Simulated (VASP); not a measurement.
A run of VASP 6.6.1:

The input INCAR:

```
ALGO = Normal
EDIFF = 1E-6
ENCUT = 520
GGA = PE
ISIF = 2
ISMEAR = -1
LASPH = T
LCHARG = F
LREAL = F
LWAVE = F
NBANDS = 15
NELM = 60
PREC = Accurate
SIGMA = 0.1
```

The input KPOINTS:

```
k-points
0
Gamma
  14 14 14
```

Contents of POSCAR:

```
TaN
1.0
    0.0653700000      2.2116850000      2.2116850000
    2.2116850000      0.0653700000      2.2116850000
    2.2116850000      2.2116850000      0.0653700000
Ta N
1 1
Direct
    0.5000000000      0.5000000000      0.5000000000
    0.0000000000      0.0000000000      0.0000000000
```

Potentials or basis: VASP PAW PBE potentials, release 64 (Ta_pv, N).

The run is started by

```sh
$ cat potpaw_PBE.64/Ta_pv/POTCAR potpaw_PBE.64/N/POTCAR > POTCAR
$ mpirun -np 1 vasp_std > vasp.out
```

Hardware: 1 thread of Intel(R) Xeon(R) 6975P-C (Granite Rapids), with other jobs on the host.

Task: How long does it take, and how much memory?

Result: Run time: 24 s on 1 thread of Intel(R) Xeon(R) 6975P-C (Granite Rapids), on a shared host, peak memory 0.21 GiB. Counts: scf iterations 13, k points 288.
